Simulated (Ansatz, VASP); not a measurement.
# Al2Pt: VASP beside Ansatz

File POSCAR:

```
Al2Pt
1.0
    4.1745129724      0.0000000000      0.0000000000
    0.0000000000      5.9036528618      0.0000000000
    0.0000000000      0.0000000000     18.0873000000
Pt Al
2 4
Direct
    0.0000000000      0.1250000000      0.4423004958
    0.5000000000      0.6250000000      0.5576995042
    0.5000000000      0.8750000000      0.4423004958
    0.5000000000      0.3750000000      0.4423004958
    0.0000000000      0.3750000000      0.5576995042
    0.0000000000      0.8750000000      0.5576995042
```

Contents of INCAR.step1:

```
  PREC = Accurate
  ENCUT = 520
  ISMEAR = -1
  SIGMA = 0.05
  LREAL = False
  LASPH = True
  NELM = 60
  LDIPOL = True
  IDIPOL = 3
  DIPOL = 0.5 0.5 0.500
  NBANDS = 25
  GGA = PE
  ALGO = Normal
  EDIFF = 1E-4
  LWAVE = True
  LCHARG = False
```

INCAR.step2

```
  PREC = Accurate
  ENCUT = 520
  EDIFF = 1E-7
  ISMEAR = -1
  SIGMA = 0.05
  LREAL = False
  LASPH = True
  NELM = 60
  ALGO = Normal
  ISIF = 2
  LWAVE = False
  LCHARG = True
  LDIPOL = True
  IDIPOL = 3
  DIPOL = 0.5 0.5 0.500
  METAGGA = R2SCAN
  LMIXTAU = True
  LELF = True
  LVHAR = True
  LVACPOTAV = True
  NBANDS = 25
  ISTART = 1
```

Contents of KPOINTS:

```
Automatic mesh
0
Gamma
  9 6 1
```

Input for Ansatz:

```yaml
crystal:
  lattice:
    - [4.1745129724, 0.0, 0.0]
    - [0.0, 5.9036528618, 0.0]
    - [0.0, 0.0, 18.0873]
  atoms:
    - { symbol: Pt, position: [0.0, 0.125, 0.4423004958] }
    - { symbol: Al, position: [0.5, 0.875, 0.4423004958] }
    - { symbol: Al, position: [0.5, 0.375, 0.4423004958] }
    - { symbol: Pt, position: [0.5, 0.625, 0.5576995042] }
    - { symbol: Al, position: [0.0, 0.375, 0.5576995042] }
    - { symbol: Al, position: [0.0, 0.875, 0.5576995042] }
kpoints:
  mp_grid: { grid: [9, 6, 1] }
scf:
  occupations: { method: fermi_dirac, width: 0.05 }
hamiltonian:
  xc: r2scan
  pseudopotentials: { kind: paw }
output:
  forces: true
  stress: true
  eigenvalues: true
  populations: true
efield:
  axis: 3
  amplitude: 0
  dipole_correction: true
```

Alike in both runs: task single point; functional r2SCAN; k mesh 9 × 6 × 1; occupations fermi-dirac, width 0.05 eV; no spin polarisation.

|  | VASP | Ansatz |
| --- | --- | --- |
| version | VASP 6.6.1 | Ansatz 0.2.0 |
| potentials or method | VASP PAW PBE potentials, release 64 (Pt, Al) | PAW with Ansatz's default frozen-core files, scalar-relativistic |
| plane-wave cutoff (eV) | 520 | 500 |
| valence electrons in the cell | 32 | 48 |

VASP gave:

* rms of the force components (eV/Å): 0.271

**Question.** What did Ansatz give for the same quantities?

**Answer.** rms of the force components (eV/Å): 0.266.

VASP's potentials were made for PBE, not for r2SCAN. VASP's potentials hold 32 valence electrons a cell and Ansatz's 48, so a difference there can come from the potentials and not from the codes.

Neither program's run includes spin-orbit coupling.
